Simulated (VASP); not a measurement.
Input of a VASP 6.6.1 run:

File INCAR:

```
SYSTEM = Cd3S2
ALGO = Normal
EDIFF = 1E-7
EDIFFG = -0.01
ENCUT = 600
GGA = PE
IBRION = 2
ISIF = 3
ISMEAR = 0
LASPH = .True.
LCHARG = .False.
LREAL = .False.
LWAVE = .False.
NELM = 100
NSW = 100
PREC = Accurate
SIGMA = 0.1
```

File KPOINTS:

```
k-points
0
Gamma
  8 8 8
  0 0 0
```

The input POSCAR:

```
Cd3S2
1.0
    5.1432053520      0.0000000000      0.0000000000
    0.0000000000      5.1432053520      0.0000000000
    0.0000000000      0.0000000000      5.1432053520
Cd S
3 2
Direct
    0.0000000000      0.5000000000      0.5000000000
    0.5000000000      0.0000000000      0.5000000000
    0.5000000000      0.5000000000      0.0000000000
    0.0000000000      0.0000000000      0.0000000000
    0.5000000000      0.5000000000      0.5000000000
```

Potentials or basis: VASP PAW PBE potentials, release 64 (Cd, S).

Command:

```console
$ cat potpaw_PBE.64/Cd/POTCAR potpaw_PBE.64/S/POTCAR > POTCAR
$ mpirun -np 1 vasp_std > vasp.out
```

Q: Estimate the band gap on the k mesh.

A: Zero (band 24 reaches 4.22 eV, above the bottom of band 25 at 1.07 eV).

Q: Estimate the space group after relaxing (to 0.05 Å).

A: Pm-3m (No. 221).

Q: Predict the relaxed cell.

A: a = 5.136 Å, b = 5.136 Å, c = 5.136 Å, α = 90.00°, β = 90.00°, γ = 90.00°.

Q: Estimate the relaxed volume.

A: 27.09 Å³/atom.

Final structure:
```cif
data_structure
_symmetry_space_group_name_H-M 'P 1'
_symmetry_Int_Tables_number 1
_cell_length_a 5.1357
_cell_length_b 5.1357
_cell_length_c 5.1357
_cell_angle_alpha 90.000
_cell_angle_beta 90.000
_cell_angle_gamma 90.000
_cell_volume 135.45
loop_
_atom_site_label
_atom_site_type_symbol
_atom_site_fract_x
_atom_site_fract_y
_atom_site_fract_z
_atom_site_occupancy
Cd1 Cd 0.00000 0.50000 0.50000 1
Cd2 Cd 0.50000 0.00000 0.50000 1
Cd3 Cd 0.50000 0.50000 0.00000 1
S1 S 0.00000 0.00000 0.00000 1
S2 S 0.50000 0.50000 0.50000 1
```
